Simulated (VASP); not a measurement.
# SrTiO3 (Pm-3m) in VASP: single point with PBEsol

Aim: the single point of SrTiO3 with PBEsol.

All numbers are computed with VASP 6.6.1; they aren't measurements. Logs are shortened: lines on timing, memory, paths and dates and some standing lists are left out, and cuts for length are marked.

### Step 1. The cell of the first run

It takes space group Pm-3m (No. 221, cubic). Conventional cell: a = 3.913 Å, b = 3.913 Å, c = 3.913 Å, α = 90.00°, β = 90.00°, γ = 90.00°. Sr (site symmetry m-3m) has 12 O at 2.77 Å and 8 Ti at 3.39 Å within 3.6 Å. Ti (site symmetry m-3m) has 6 O at 1.96 Å within 2.6 Å. O (site symmetry 4/mmm) has 2 Ti at 1.96 Å within 2.6 Å.

### Step 2. Single point, PBEsol

Contents of INCAR:

```
SYSTEM = SrTiO3
  ALGO = Normal
  EDIFF = 1E-6
  ENCUT = 520
  GGA = PS
  ISIF = 2
  ISMEAR = 0
  LASPH = .True.
  LCHARG = .False.
  LREAL = .False.
  LWAVE = .False.
  NBANDS = 28
  NELM = 100
  PREC = Accurate
  SIGMA = 0.1
```

Contents of KPOINTS:

```
k-points
0
Gamma
  6 6 6
  0 0 0
```

Contents of POSCAR:

```
SrTiO3
1.0
    3.9127013100      0.0000000000      0.0000000000
    0.0000000000      3.9127013100      0.0000000000
    0.0000000000      0.0000000000      3.9127013100
Sr Ti O
1 1 3
Direct
    0.0000000000      0.0000000000      0.0000000000
    0.5000000000      0.5000000000      0.5000000000
    0.5000000000      0.0000000000      0.5000000000
    0.5000000000      0.5000000000      0.0000000000
    0.0000000000      0.5000000000      0.5000000000
```

Potentials or basis: VASP PAW PBE potentials, release 64 (Sr_sv, Ti_sv, O).

Run with:

```sh
cat potpaw_PBE.64/Sr_sv/POTCAR potpaw_PBE.64/Ti_sv/POTCAR potpaw_PBE.64/O/POTCAR > POTCAR
mpirun -np 1 vasp_std > vasp.out
```

OUTCAR:

```text
SYSTEM = SrTiO3
   EDIFF = 1E-6
   ENCUT = 520
   GGA = PS
   ISIF = 2
   ISMEAR = 0
   LASPH = .True.
   LREAL = .False.
   NELM = 100
   PREC = Accurate

 ion  position               nearest neighbor table
   1  0.000  0.000  0.000-   3 2.77   4 2.77   5 2.77   3 2.77   5 2.77   4 2.77   5 2.77   5 2.77
                             3 2.77   4 2.77   3 2.77   4 2.77   2 3.39   2 3.39   2 3.39   2 3.39
   2  0.500  0.500  0.500-   3 1.96   4 1.96   5 1.96   4 1.96   3 1.96   5 1.96   1 3.39   1 3.39
                             1 3.39   1 3.39   1 3.39   1 3.39   1 3.39   1 3.39
   3  0.500  0.000  0.500-   2 1.96   2 1.96   1 2.77   1 2.77   1 2.77   1 2.77
   4  0.500  0.500  0.000-   2 1.96   2 1.96   1 2.77   1 2.77   1 2.77   1 2.77
   5  0.000  0.500  0.500-   2 1.96   2 1.96   1 2.77   1 2.77   1 2.77   1 2.77

  LATTYP: Found a simple cubic cell.
 ALAT       =     3.9127013100

  Lattice vectors:

 A1 = (   3.9127013100,   0.0000000000,   0.0000000000)
 A2 = (   0.0000000000,   3.9127013100,   0.0000000000)
 A3 = (   0.0000000000,   0.0000000000,   3.9127013100)

Analysis of symmetry for initial positions (statically):
=====================================================================
 Subroutine PRICEL returns:
 Original cell was already a primitive cell.

 Routine SETGRP: Setting up the symmetry group for a
 simple cubic supercell.

 Subroutine GETGRP returns: Found 48 space group operations
 (whereof 48 operations were pure point group operations)
 out of a pool of 48 trial point group operations.

The static configuration has the point symmetry O_h .

Analysis of symmetry for dynamics (positions and initial velocities):
=====================================================================
 Subroutine PRICEL returns:
 Original cell was already a primitive cell.

 Routine SETGRP: Setting up the symmetry group for a
 simple cubic supercell.

 Subroutine GETGRP returns: Found 48 space group operations
 (whereof 48 operations were pure point group operations)
 out of a pool of 48 trial point group operations.

The dynamic configuration has the point symmetry O_h .

 Subroutine INISYM returns: Found 48 space group operations
 (whereof 48 operations are pure point group operations),
 and found     1 'primitive' translations

----------------------------------------------------------------------------------------

                                     Primitive cell

  volume of cell :      59.9005

  direct lattice vectors                    reciprocal lattice vectors
     3.912701310  0.000000000  0.000000000     0.255577904  0.000000000  0.000000000
     0.000000000  3.912701310  0.000000000     0.000000000  0.255577904  0.000000000
     0.000000000  0.000000000  3.912701310     0.000000000  0.000000000  0.255577904

  length of vectors
     3.912701310  3.912701310  3.912701310     0.255577904  0.255577904  0.255577904

  position of ions in fractional coordinates (direct lattice)
     0.000000000  0.000000000  0.000000000
     0.500000000  0.500000000  0.500000000
     0.500000000  0.000000000  0.500000000
     0.500000000  0.500000000  0.000000000
     0.000000000  0.500000000  0.500000000

  ion indices of the primitive-cell ions
   primitive index   ion index
                 1           1
                 2           2
                 3           3
                 4           4
                 5           5

----------------------------------------------------------------------------------------

 KPOINTS: k-points

Automatic generation of k-mesh.
 Grid dimensions read from file:
 generate k-points for:    6    6    6

 Generating k-lattice:

  Cartesian coordinates                     Fractional coordinates (reciprocal lattice)
     0.042596317  0.000000000  0.000000000     0.166666667  0.000000000  0.000000000
     0.000000000  0.042596317  0.000000000     0.000000000  0.166666667  0.000000000
     0.000000000  0.000000000  0.042596317     0.000000000  0.000000000  0.166666667

  Length of vectors
     0.042596317  0.042596317  0.042596317

  Shift w.r.t. Gamma in fractional coordinates (k-lattice)
     0.000000000  0.000000000  0.000000000

 Subroutine IBZKPT returns following result:
 ===========================================

 Found     20 irreducible k-points:

 Following reciprocal coordinates:
            Coordinates               Weight
  0.000000  0.000000  0.000000      1.000000
  0.166667  0.000000  0.000000      6.000000
  0.333333  0.000000  0.000000      6.000000
  0.500000  0.000000  0.000000      3.000000
  0.166667  0.166667  0.000000     12.000000
  0.333333  0.166667  0.000000     24.000000
[... 12 lines left out ...]
  0.500000  0.500000  0.333333      6.000000
  0.500000  0.500000  0.500000      1.000000
   k-points           NKPTS =     20   k-points in BZ     NKDIM =     20   number of bands    NBANDS=     28
   number of dos      NEDOS =    301   number of ions     NIONS =      5
   total plane-waves  NPLWV =  27000
   dimension x,y,z NGX =    30 NGY =   30 NGZ =   30
   dimension x,y,z NGXF=    60 NGYF=   60 NGZF=   60
   ions per type =               1   1   3
   NGX,Y,Z   is equivalent  to a cutoff of  12.75, 12.75, 12.75 a.u.
   NGXF,Y,Z  is equivalent  to a cutoff of  25.49, 25.49, 25.49 a.u.
 SYSTEM =  SrTiO3
   PREC   = accura    normal or accurate (medium, high low for compatibility)
   ISTART =      0    job   : 0-new  1-cont  2-samecut
   ICHARG =      2    charge: 1-file 2-atom 10-const
   ISPIN  =      1    spin polarized calculation?
   LNONCOLLINEAR =      F non collinear calculations
   LSORBIT =      F    spin-orbit coupling
   LASPH  =      T    aspherical Exc in radial PAW
   ENCUT  =  520.0 eV  38.22 Ry    6.18 a.u.   7.28  7.28  7.28*2*pi/ulx,y,z
   NELM   =    100;   NELMIN=  2; NELMDL= -5     # of ELM steps
   EDIFF  = 0.1E-05   stopping-criterion for ELM
   LREAL  =      F    real-space projection
   EDIFFG = 0.1E-04   stopping-criterion for IOM
   NSW    =      0    number of steps for IOM
   IBRION =     -1    ionic relax: 0-MD 1-quasi-New 2-CG
   NFREE  =      0    steps in history (QN), initial steepest desc. (CG)
   ISIF   =      2    stress and relaxation
   ISYM   =      2    0-nonsym 1-usesym 2-fastsym
   POTIM  = 0.5000    time-step for ionic-motion
   TEBEG  =    0.0;   TEEND  =   0.0 temperature during run
   PSTRESS=    0.0 pullay stress
   NELECT =      40.0000    total number of electrons
   NUPDOWN=      -1.0000    fix difference up-down
   EMIN   =  10.00;   EMAX   =-10.00  energy-range for DOS
   EFERMI =   0.00;   METHOD = LEGACY
   ISMEAR =     0;   SIGMA  =   0.10  broadening in eV -4-tet -1-fermi 0-gaus
   EFERMI_NEDOS =   21; number of points for ismear=-14 and -15
   IALGO  =     38    algorithm
   IMIX   =      4    mixing-type and parameters
     AMIX     =   0.40;   BMIX     =  1.00
     AMIX_MAG =   1.60;   BMIX_MAG =  1.00
  volume/ion in A,a.u.               =      11.98        80.85
  Fermi-wavevector in a.u.,A,eV,Ry     =   1.430929  2.704064 27.858721  2.047558
  Thomas-Fermi vector in A             =   2.550721
   LORBIT       =      0    0 simple, 1 ext, 2 COOP (PROOUT), +10 PAW based schemes
   GGA     = PS    functional components
   LHFCALC =     F    Hartree Fock is set to
   AEXX    =    0.0000 exact exchange contribution
   IVDW    =     0    specifies the selected vdW correction
   LEPSILON=     F    determine dielectric tensor
   LRPA    =     F    only Hartree local field effects (RPA)
 non-spin polarized calculation
 Gauss-broadening in eV      SIGMA  =   0.10
  energy-cutoff  :      520.00
  volume of cell :       59.90
 maximum number of plane-waves:      1640
 NGX is ok and might be reduce to    30
   NGX = 15   NGY = 15   NGZ = 15

 number of electron      40.0000001 magnetization

 Free energy of the ion-electron system (eV)
  ---------------------------------------------------
  ext. energy  EPLUGINS =         0.00000000
  ---------------------------------------------------
  free energy    TOTEN  =       -42.01106591 eV

  energy without entropy =      -42.01106591  energy(sigma->0) =      -42.01106591

 E-fermi :   4.5072     XC(G=0): -11.5083

 val. band max:        3.9775977691   @ k =   0.5000   0.5000   0.5000
 cond. band min:       5.7677350091   @ k =   0.0000   0.0000   0.0000
 fundamental gap:      1.7901372399
 Fermi energy:         4.5072206187

 k-point     1 :       0.0000    0.0000    0.0000
  band No.  band energies     occupation
      1     -52.2487      2.00000
      2     -28.6856      2.00000
      3     -28.6064      2.00000
      4     -28.6064      2.00000
      5     -28.6064      2.00000
      6     -13.3604      2.00000
[... 20 lines left out ...]
     27       9.2490      0.00000
     28       9.9444      0.00000

 k-point     2 :       0.1667    0.0000    0.0000
  band No.  band energies     occupation
      1     -52.2484      2.00000
      2     -28.7155      2.00000
      3     -28.6057      2.00000
      4     -28.6057      2.00000
      5     -28.5882      2.00000
      6     -13.3790      2.00000
[... 20 lines left out ...]
     27       9.7284      0.00000
     28      10.6038      0.00000

 k-point     3 :       0.3333    0.0000    0.0000
  band No.  band energies     occupation
      1     -52.2476      2.00000
      2     -28.7624      2.00000
      3     -28.6042      2.00000
      4     -28.6042      2.00000
      5     -28.5646      2.00000
      6     -13.5029      2.00000
[... 20 lines left out ...]
     27      10.7095      0.00000
     28      12.0208      0.00000

 k-point     4 :       0.5000    0.0000    0.0000
  band No.  band energies     occupation
      1     -52.2472      2.00000
      2     -28.7834      2.00000
      3     -28.6035      2.00000
      4     -28.6035      2.00000
      5     -28.5550      2.00000
      6     -13.5848      2.00000
[... 454 lines left out ...]
     27      11.7607      0.00000
     28      12.0673      0.00000

 k-point    19 :       0.5000    0.5000    0.3333
  band No.  band energies     occupation
      1     -52.2446      2.00000
      2     -28.6724      2.00000
      3     -28.6724      2.00000
      4     -28.6539      2.00000
      5     -28.6288      2.00000
      6     -12.1921      2.00000
[... 20 lines left out ...]
     27      11.7912      0.00000
     28      12.3348      0.00000

 k-point    20 :       0.5000    0.5000    0.5000
  band No.  band energies     occupation
      1     -52.2442      2.00000
      2     -28.6714      2.00000
      3     -28.6714      2.00000
      4     -28.6714      2.00000
      5     -28.6242      2.00000
      6     -12.0055      2.00000
[... 20 lines left out ...]
     27      12.3348      0.00000
     28      12.3348      0.00000

------------------------ aborting loop because EDIFF is reached ----------------------------------------

  FORCE on cell =-STRESS in cart. coord.  units (eV):
  Direction    XX          YY          ZZ          XY          YZ          ZX
  --------------------------------------------------------------------------------------
  -------------------------------------------------------------------------------------
  Total       -0.8745250     -0.8745250     -0.8745250      0.0000000      0.0000000     -0.0000000
  in kB      -23.3912107    -23.3912107    -23.3912107      0.0000000      0.0000000     -0.0000000
  external PRESSURE =     -23.3912107 kB  Pullay stress =       0.0000000 kB

 VOLUME and BASIS-vectors are now :
 -----------------------------------------------------------------------------
  energy-cutoff  :      520.00
  volume of cell :       59.90
      direct lattice vectors                 reciprocal lattice vectors
     3.912701310  0.000000000  0.000000000     0.255577904  0.000000000  0.000000000
     0.000000000  3.912701310  0.000000000     0.000000000  0.255577904  0.000000000
     0.000000000  0.000000000  3.912701310     0.000000000  0.000000000  0.255577904

 POSITION                                       TOTAL-FORCE (eV/Angst)
 -----------------------------------------------------------------------------------
      0.00000      0.00000      0.00000         0.000000      0.000000      0.000000
      1.95635      1.95635      1.95635         0.000000      0.000000      0.000000
      1.95635      0.00000      1.95635         0.000000      0.000000      0.000000
      1.95635      1.95635      0.00000         0.000000      0.000000      0.000000
      0.00000      1.95635      1.95635         0.000000      0.000000      0.000000
 -----------------------------------------------------------------------------------
    total drift:                                0.000000      0.000000     -0.000000

  FREE ENERGIE OF THE ION-ELECTRON SYSTEM (eV)
  ---------------------------------------------------
  free  energy   TOTEN  =       -42.0110659122 eV

  energy  without entropy=      -42.0110659122  energy(sigma->0) =      -42.01106591
```

Wall time 55 s (1 thread of Intel Xeon 8259CL, shared host); peak memory 0.19 GiB.

Results:

- Free energy: -42.0111 eV
- Pressure: -2.3 GPa
- Band gap on the k mesh: 1.79 eV, indirect (least direct gap 2.15 eV)

Caveat: the PAW data sets were made with another functional, which shifts forces and pressure a little.
